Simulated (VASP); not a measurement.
Here is a VASP 6.6.1 calculation.

Contents of INCAR:

```
SYSTEM = Li
PREC     = Accurate       ! precision mode
ENCUT    = 600            ! plane-wave cutoff, eV
EDIFF    = 1E-6           ! SCF threshold, eV
ISMEAR   = 1              ! smearing method
SIGMA    = 0.1            ! smearing width, eV
LREAL    = .FALSE.        ! projectors in reciprocal space
LASPH    = .TRUE.         ! aspherical terms in the spheres
NELM     = 100            ! most SCF steps
ALGO     = Normal         ! electronic algorithm
ISIF     = 3              ! what is computed and relaxed
LWAVE    = .FALSE.        ! write WAVECAR
LCHARG   = .FALSE.        ! write CHGCAR
GGA      = CA             ! functional
IBRION   = 2              ! ionic algorithm
NSW      = 80             ! ionic steps
EDIFFG   = -0.02          ! ionic threshold
```

Contents of KPOINTS:

```
regular mesh
0
G
  17 17 17
  0 0 0
```

Contents of POSCAR:

```
Li
1.0
    0.0000000000      2.1159962519      2.1159962519
    2.1159962519      0.0000000000      2.1159962519
    2.1159962519      2.1159962519      0.0000000000
Li
1
Direct
    0.0000000000      0.0000000000      0.0000000000
```

Potentials or basis: VASP PAW LDA potentials, release 64 (Li_sv).

Run with:

```sh
$ cat potpaw_LDA.64/Li_sv/POTCAR > POTCAR
$ mpirun -np 1 vasp_std > vasp.out
```

**Question.** Estimate the band gap on the k mesh.

**Answer.** Zero (an odd number of electrons rules out a gap without spin polarisation).

Final structure:
```xyz
1
Lattice="0.0000 2.1160 2.1160 2.1160 0.0000 2.1160 2.1160 2.1160 0.0000" Properties=species:S:1:pos:R:3 pbc="T T T"
Li    0.0000    0.0000    0.0000
```

Caveat: the relaxation stopped at its first step, so nothing moved.
